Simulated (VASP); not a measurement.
# CuI (Fm-3m) in VASP: further runs

CuI is run at these levels: PBEsol, PBE, LDA; tasks: single point.

Everything below comes from runs of VASP 6.6.1. Logs are shortened: lines on timing, memory, paths and dates and some standing lists are left out, and cuts for length are marked.

## 1. The cell of the first run

Symmetry: Fm-3m, No. 225, cubic system. The conventional cell has a = 5.593 Å, b = 5.593 Å, c = 5.593 Å, α = 90.00°, β = 90.00°, γ = 90.00°. Cu (site symmetry m-3m) has 6 I at 2.80 Å within 3.7 Å. Within 3.7 Å of I (site symmetry m-3m) lie 6 Cu at 2.80 Å.

## 2. Single point, PBEsol

INCAR reads:

```
PREC = Accurate
ENCUT = 520
EDIFF = 1E-6
ISMEAR = -1
SIGMA = 0.02
LREAL = False
LASPH = True
NELM = 80
ALGO = Normal
ISIF = 2
LWAVE = False
LCHARG = False
GGA = PS
NBANDS = 16
```

KPOINTS reads:

```
Automatic mesh
0
Gamma
  8 8 8
```

POSCAR reads:

```
CuI
1.0
    0.0000000000      2.7965479217      2.7965479217
    2.7965479217      0.0000000000      2.7965479217
    2.7965479217      2.7965479217      0.0000000000
Cu I
1 1
Direct
    0.0000000000      0.0000000000      0.0000000000
    0.5000000000      0.5000000000      0.5000000000
```

Potentials or basis: VASP PAW PBE potentials, release 64 (Cu, I).

The run is started by

```
> cat potpaw_PBE.64/Cu/POTCAR potpaw_PBE.64/I/POTCAR > POTCAR
> mpirun -np 1 vasp_std > vasp.out
```

OUTCAR:

```text
PREC = Accurate
   ENCUT = 520
   EDIFF = 1E-6
   ISMEAR = -1
   LREAL = False
   LASPH = True
   NELM = 80
   ISIF = 2
   GGA = PS

 ion  position               nearest neighbor table
   1  0.000  0.000  0.000-   2 2.80   2 2.80   2 2.80   2 2.80   2 2.80   2 2.80
   2  0.500  0.500  0.500-   1 2.80   1 2.80   1 2.80   1 2.80   1 2.80   1 2.80

  LATTYP: Found a face centered cubic cell.
 ALAT       =     5.5930958434

  Lattice vectors:

 A1 = (   0.0000000000,   2.7965479217,   2.7965479217)
 A2 = (   2.7965479217,   0.0000000000,   2.7965479217)
 A3 = (   2.7965479217,   2.7965479217,   0.0000000000)

Analysis of symmetry for initial positions (statically):
=====================================================================
 Subroutine PRICEL returns:
 Original cell was already a primitive cell.

 Routine SETGRP: Setting up the symmetry group for a
 face centered cubic supercell.

 Subroutine GETGRP returns: Found 48 space group operations
 (whereof 48 operations were pure point group operations)
 out of a pool of 48 trial point group operations.

The static configuration has the point symmetry O_h .

Analysis of symmetry for dynamics (positions and initial velocities):
=====================================================================
 Subroutine PRICEL returns:
 Original cell was already a primitive cell.

 Routine SETGRP: Setting up the symmetry group for a
 face centered cubic supercell.

 Subroutine GETGRP returns: Found 48 space group operations
 (whereof 48 operations were pure point group operations)
 out of a pool of 48 trial point group operations.

The dynamic configuration has the point symmetry O_h .

 Subroutine INISYM returns: Found 48 space group operations
 (whereof 48 operations are pure point group operations),
 and found     1 'primitive' translations

----------------------------------------------------------------------------------------

                                     Primitive cell

  volume of cell :      43.7418

  direct lattice vectors                    reciprocal lattice vectors
     0.000000000  2.796547922  2.796547922    -0.178791858  0.178791858  0.178791858
     2.796547922  0.000000000  2.796547922     0.178791858 -0.178791858  0.178791858
     2.796547922  2.796547922  0.000000000     0.178791858  0.178791858 -0.178791858

  length of vectors
     3.954915999  3.954915999  3.954915999     0.309676583  0.309676583  0.309676583

  position of ions in fractional coordinates (direct lattice)
     0.000000000  0.000000000  0.000000000
     0.500000000  0.500000000  0.500000000

  ion indices of the primitive-cell ions
   primitive index   ion index
                 1           1
                 2           2

----------------------------------------------------------------------------------------

 KPOINTS: Automatic mesh

Automatic generation of k-mesh.
 Grid dimensions read from file:
 generate k-points for:    8    8    8

 Generating k-lattice:

  Cartesian coordinates                     Fractional coordinates (reciprocal lattice)
    -0.022348982  0.022348982  0.022348982     0.125000000  0.000000000  0.000000000
     0.022348982 -0.022348982  0.022348982     0.000000000  0.125000000  0.000000000
     0.022348982  0.022348982 -0.022348982     0.000000000  0.000000000  0.125000000

  Length of vectors
     0.038709573  0.038709573  0.038709573

  Shift w.r.t. Gamma in fractional coordinates (k-lattice)
     0.000000000  0.000000000  0.000000000

 Subroutine IBZKPT returns following result:
 ===========================================

 Found     29 irreducible k-points:

 Following reciprocal coordinates:
            Coordinates               Weight
  0.000000  0.000000  0.000000      1.000000
  0.125000  0.000000  0.000000      8.000000
  0.250000  0.000000  0.000000      8.000000
  0.375000  0.000000  0.000000      8.000000
  0.500000  0.000000  0.000000      4.000000
  0.125000  0.125000  0.000000      6.000000
[... 16 lines left out ...]
  0.500000  0.250000  0.125000     48.000000
 -0.375000  0.250000  0.125000     24.000000
 [... further k-points ...]
   k-points           NKPTS =     29   k-points in BZ     NKDIM =     29   number of bands    NBANDS=     16
   number of dos      NEDOS =    301   number of ions     NIONS =      2
   total plane-waves  NPLWV =  27000
   dimension x,y,z NGX =    30 NGY =   30 NGZ =   30
   dimension x,y,z NGXF=    60 NGYF=   60 NGZF=   60
   ions per type =               1   1
   NGX,Y,Z   is equivalent  to a cutoff of  12.61, 12.61, 12.61 a.u.
   NGXF,Y,Z  is equivalent  to a cutoff of  25.22, 25.22, 25.22 a.u.
 SYSTEM =  unknown system
   PREC   = accura    normal or accurate (medium, high low for compatibility)
   ISTART =      0    job   : 0-new  1-cont  2-samecut
   ICHARG =      2    charge: 1-file 2-atom 10-const
   ISPIN  =      1    spin polarized calculation?
   LNONCOLLINEAR =      F non collinear calculations
   LSORBIT =      F    spin-orbit coupling
   LASPH  =      T    aspherical Exc in radial PAW
   ENCUT  =  520.0 eV  38.22 Ry    6.18 a.u.   7.35  7.35  7.35*2*pi/ulx,y,z
   NELM   =     80;   NELMIN=  2; NELMDL= -5     # of ELM steps
   EDIFF  = 0.1E-05   stopping-criterion for ELM
   LREAL  =      F    real-space projection
   EDIFFG = 0.1E-04   stopping-criterion for IOM
   NSW    =      0    number of steps for IOM
   IBRION =     -1    ionic relax: 0-MD 1-quasi-New 2-CG
   NFREE  =      0    steps in history (QN), initial steepest desc. (CG)
   ISIF   =      2    stress and relaxation
   ISYM   =      2    0-nonsym 1-usesym 2-fastsym
   POTIM  = 0.5000    time-step for ionic-motion
   TEBEG  =    0.0;   TEEND  =   0.0 temperature during run
   PSTRESS=    0.0 pullay stress
   NELECT =      18.0000    total number of electrons
   NUPDOWN=      -1.0000    fix difference up-down
   EMIN   =  10.00;   EMAX   =-10.00  energy-range for DOS
   EFERMI =   0.00;   METHOD = LEGACY
   ISMEAR =    -1;   SIGMA  =   0.02  broadening in eV -4-tet -1-fermi 0-gaus
   EFERMI_NEDOS =   21; number of points for ismear=-14 and -15
   IALGO  =     38    algorithm
   IMIX   =      4    mixing-type and parameters
     AMIX     =   0.40;   BMIX     =  1.00
     AMIX_MAG =   1.60;   BMIX_MAG =  1.00
  volume/ion in A,a.u.               =      21.87       147.59
  Fermi-wavevector in a.u.,A,eV,Ry     =   1.217681  2.301083 20.173986  1.482746
  Thomas-Fermi vector in A             =   2.352993
   LORBIT       =      0    0 simple, 1 ext, 2 COOP (PROOUT), +10 PAW based schemes
   GGA     = PS    functional components
   LHFCALC =     F    Hartree Fock is set to
   AEXX    =    0.0000 exact exchange contribution
   IVDW    =     0    specifies the selected vdW correction
   LEPSILON=     F    determine dielectric tensor
   LRPA    =     F    only Hartree local field effects (RPA)
 non-spin polarized calculation
  energy-cutoff  :      520.00
  volume of cell :       43.74
 maximum number of plane-waves:      1243
 NGX is ok and might be reduce to    30
   NGX = 15   NGY = 15   NGZ = 15

 number of electron      18.0000001 magnetization

 Free energy of the ion-electron system (eV)
  ---------------------------------------------------
  ext. energy  EPLUGINS =         0.00000000
  ---------------------------------------------------
  free energy    TOTEN  =        -5.92239098 eV

  energy without entropy =       -5.92138795  energy(sigma->0) =       -5.92188947

 E-fermi :   6.9758     XC(G=0): -10.5349

 val. band max:        6.9691373751   @ k =   0.3750   0.3750   0.0000
 cond. band min:       6.9942348280   @ k =   0.5000   0.0000   0.0000
 fundamental gap:      0.0250974529
 Fermi energy:         6.9757637183

 k-point     1 :       0.0000    0.0000    0.0000
  band No.  band energies     occupation
      1      -7.7865      2.00000
      2       4.7088      2.00000
      3       4.7088      2.00000
      4       4.7215      2.00000
      5       4.7215      2.00000
      6       4.7215      2.00000
[... 8 lines left out ...]
     15      15.7530      0.00000
     16      15.7530      0.00000

 k-point     2 :       0.1250    0.0000    0.0000
  band No.  band energies     occupation
      1      -7.6522      2.00000
      2       3.7380      2.00000
      3       4.1882      2.00000
      4       4.1882      2.00000
      5       4.7558      2.00000
      6       4.7558      2.00000
[... 8 lines left out ...]
     15      15.0644      0.00000
     16      15.4020      0.00000

 k-point     3 :       0.2500    0.0000    0.0000
  band No.  band energies     occupation
      1      -7.2909      2.00000
      2       1.9632      2.00000
      3       3.6277      2.00000
      4       3.6277      2.00000
      5       4.8454      2.00000
      6       4.8454      2.00000
[... 8 lines left out ...]
     15      15.8707      0.00000
     16      15.8707      0.00000

 k-point     4 :       0.3750    0.0000    0.0000
  band No.  band energies     occupation
      1      -6.8562      2.00000
      2       0.5623      2.00000
      3       3.2584      2.00000
      4       3.2584      2.00000
      5       4.9390      2.00000
      6       4.9391      2.00000
[... 8 lines left out ...]
     15      17.4289      0.00000
     16      17.4289      0.00000
[... 324 lines left out ...]
 k-point    22 :       0.3750    0.2500    0.1250
  band No.  band energies     occupation
      1      -7.0180      2.00000
      2       1.6148      2.00000
      3       3.2953      2.00000
      4       3.4040      2.00000
      5       4.7833      2.00000
      6       4.8995      2.00000
[... 8 lines left out ...]
     15      18.1060      0.00000
     16      18.6837      0.00000

 k-point    23 :       0.5000    0.2500    0.1250
  band No.  band energies     occupation
      1      -6.6613      2.00000
      2       0.8878      2.00000
      3       2.7022      2.00000
      4       3.1289      2.00000
      5       4.8712      2.00000
      6       4.9835      2.00000
[... 8 lines left out ...]
     15      18.2975      0.00000
     16      19.3405      0.00000

 k-point    24 :      -0.3750    0.2500    0.1250
  band No.  band energies     occupation
      1      -6.4940      2.00000
      2       0.5561      2.00000
      3       2.4957      2.00000
      4       3.0273      2.00000
      5       4.9497      2.00000
      6       4.9692      2.00000
[... 8 lines left out ...]
     15      17.0472      0.00000
     16      20.1295      0.00000

 [... further k-points ...]

------------------------ aborting loop because EDIFF is reached ----------------------------------------

  FORCE on cell =-STRESS in cart. coord.  units (eV):
  Direction    XX          YY          ZZ          XY          YZ          ZX
  --------------------------------------------------------------------------------------
  -------------------------------------------------------------------------------------
  Total        0.1182919      0.1182919      0.1182919      0.0000000      0.0000000     -0.0000000
  in kB        4.3328019      4.3328019      4.3328019      0.0000000      0.0000000     -0.0000000
  external PRESSURE =       4.3328019 kB  Pullay stress =       0.0000000 kB

 VOLUME and BASIS-vectors are now :
 -----------------------------------------------------------------------------
  energy-cutoff  :      520.00
  volume of cell :       43.74
      direct lattice vectors                 reciprocal lattice vectors
     0.000000000  2.796547922  2.796547922    -0.178791858  0.178791858  0.178791858
     2.796547922  0.000000000  2.796547922     0.178791858 -0.178791858  0.178791858
     2.796547922  2.796547922  0.000000000     0.178791858  0.178791858 -0.178791858

 POSITION                                       TOTAL-FORCE (eV/Angst)
 -----------------------------------------------------------------------------------
      0.00000      0.00000      0.00000         0.000000      0.000000     -0.000000
      2.79655      2.79655      2.79655        -0.000000     -0.000000      0.000000
 -----------------------------------------------------------------------------------
    total drift:                               -0.000000      0.000000      0.000000

  FREE ENERGIE OF THE ION-ELECTRON SYSTEM (eV)
  ---------------------------------------------------
  free  energy   TOTEN  =        -5.9223909826 eV

  energy  without entropy=       -5.9213879485  energy(sigma->0) =       -5.92188947
```

It took 13 s on 1 thread of Intel Xeon Platinum 8559C (Emerald Rapids), shared host; peak memory 0.18 GiB.

What came out:

- Free energy: -5.9224 eV
- Pressure: 0.4 GPa
- Band gap on the k mesh: zero (band 9 reaches 6.99 eV, above the bottom of band 10 at 6.36 eV)

Caveat: the PAW data sets were made with another functional, which shifts forces and pressure a little; spin-orbit coupling is left out, which moves the levels of the heavy elements; semilocal functionals often make such compounds metallic where correlation or magnetic order opens a gap, which also shifts bond lengths.

## 3. Single point, PBE

This run uses another cell than the first one, of 23.30 Å³/atom, 1.065 times its volume.

INCAR reads:

```
ALGO     = Normal         # electronic algorithm
EDIFF    = 1E-7           # SCF threshold, eV
ENCUT    = 520            # plane-wave cutoff, eV
GGA      = PE             # functional
ISIF     = 2              # what is computed and relaxed
ISMEAR   = -1             # smearing method
LASPH    = T              # aspherical terms in the spheres
LCHARG   = F              # write CHGCAR
LREAL    = F              # projectors in reciprocal space
LWAVE    = F              # write WAVECAR
NBANDS   = 16             # bands
NELM     = 100            # most SCF steps
PREC     = Accurate       # precision mode
SIGMA    = 0.02           # smearing width, eV
```

KPOINTS reads:

```
k-points
0
Gamma
  8 8 8
```

POSCAR reads:

```
CuI
1.0
    0.0000000000      2.8561103470      2.8561103470
    2.8561103470      0.0000000000      2.8561103470
    2.8561103470      2.8561103470      0.0000000000
Cu I
1 1
Direct
    0.0000000000      0.0000000000      0.0000000000
    0.5000000000      0.5000000000      0.5000000000
```

Potentials or basis: VASP PAW PBE potentials, release 64 (Cu, I).

The run is started by

```
> cat potpaw_PBE.64/Cu/POTCAR potpaw_PBE.64/I/POTCAR > POTCAR
> mpirun -np 1 vasp_std > vasp.out
```

Run time: 14 s. Hardware: 1 thread of Intel Xeon Platinum 8559C (Emerald Rapids), shared host; peak memory 0.17 GiB.

It converged, with:

| Item | Value |
| --- | --- |
| Free energy | -5.0925 eV |
| Pressure | 0.7 GPa |
| Band gap on the k mesh | zero (band 9 reaches 6.31 eV, above the bottom of band 10 at 5.84 eV) |

Levels at points of the mesh, in eV from the Fermi level:
```
           k point  band 6  band 7  band 8  band 9  band 10  band 11  band 12  band 13
(0.00, 0.00, 0.00)   -1.97   -1.83   -1.83   -1.83     0.89     7.32     7.32     7.32
(0.50, 0.00, 0.00)   -1.75   -1.66   -0.01   -0.01     2.76     4.38     4.38     5.66
(0.50, 0.50, 0.00)   -1.88   -1.67   -1.67   -1.56    -0.48     4.40    10.03    10.03
```

Caveat: spin-orbit coupling is left out, which moves the levels of the heavy elements; semilocal functionals often make such compounds metallic where correlation or magnetic order opens a gap, which also shifts bond lengths.

## 4. Single point, LDA

This run uses another cell than the first one, of 23.30 Å³/atom, 1.065 times its volume.

INCAR reads:

```
SYSTEM = CuI
  ALGO = Normal
  EDIFF = 1E-6
  ENCUT = 520
  GGA = CA
  ISIF = 2
  ISMEAR = -1
  LASPH = .True.
  LCHARG = .True.
  LELF = .True.
  LREAL = .False.
  LVHAR = .True.
  LWAVE = .False.
  NBANDS = 16
  NELM = 100
  PREC = Accurate
  SIGMA = 0.02
```

KPOINTS reads:

```
k-points
0
Gamma
  8 8 8
  0 0 0
```

POSCAR is that of step 3.

Potentials or basis: VASP PAW LDA potentials, release 64 (Cu, I).

The run is started by

```
> cat potpaw_LDA.64/Cu/POTCAR potpaw_LDA.64/I/POTCAR > POTCAR
> mpirun -np 1 vasp_std > vasp.out
```

Run time: 12 s. Hardware: 1 thread of Intel Xeon Platinum 8559C (Emerald Rapids), shared host; peak memory 0.16 GiB.

Results (log left out):

```
Free energy            : -6.5122 eV
Pressure               : -5.0 GPa
Band gap on the k mesh : zero (band 9 reaches 6.07 eV, above the bottom of band 10 at 5.53 eV)
```

Levels at points of the mesh, in eV from the Fermi level:
```
           k point  band 7  band 8  band 9  band 10  band 11  band 12
(0.00, 0.00, 0.00)   -1.76   -1.76   -1.76     0.77     7.38     7.38
(0.50, 0.00, 0.00)   -1.73   -0.01   -0.01     2.72     4.37     4.37
(0.50, 0.50, 0.00)   -1.74   -1.74   -1.63    -0.55     4.41     9.95
```

Caveat: spin-orbit coupling is left out, which moves the levels of the heavy elements; semilocal functionals often make such compounds metallic where correlation or magnetic order opens a gap, which also shifts bond lengths.

## 5. Overview

| level | potentials or basis | cell | gap on the mesh (eV) | pressure (GPa) |
| --- | --- | --- | --- | --- |
| PBEsol | VASP PAW PBE potentials, release 64 (Cu, I) | a = 3.955 Å, angles 60.0°, 2 atoms | none | 0.4 |
| PBE | VASP PAW PBE potentials, release 64 (Cu, I) | a = 4.039 Å, angles 60.0°, 2 atoms | none | 0.7 |
| LDA | VASP PAW LDA potentials, release 64 (Cu, I) | a = 4.039 Å, angles 60.0°, 2 atoms | none | -5.0 |

Alike in all rows: task single point; no spin polarisation; k mesh 8 × 8 × 8; cutoff (eV) 520; smearing fermi-dirac 0.02 eV.

Caveats: spin-orbit coupling is left out, which moves the levels of the heavy elements; semilocal functionals often make such compounds metallic where correlation or magnetic order opens a gap, which also shifts bond lengths; the PAW data sets were made with another functional, which shifts forces and pressure a little (some runs).

Total energies depend on the potentials used, so only differences within one code and one set of settings carry meaning.
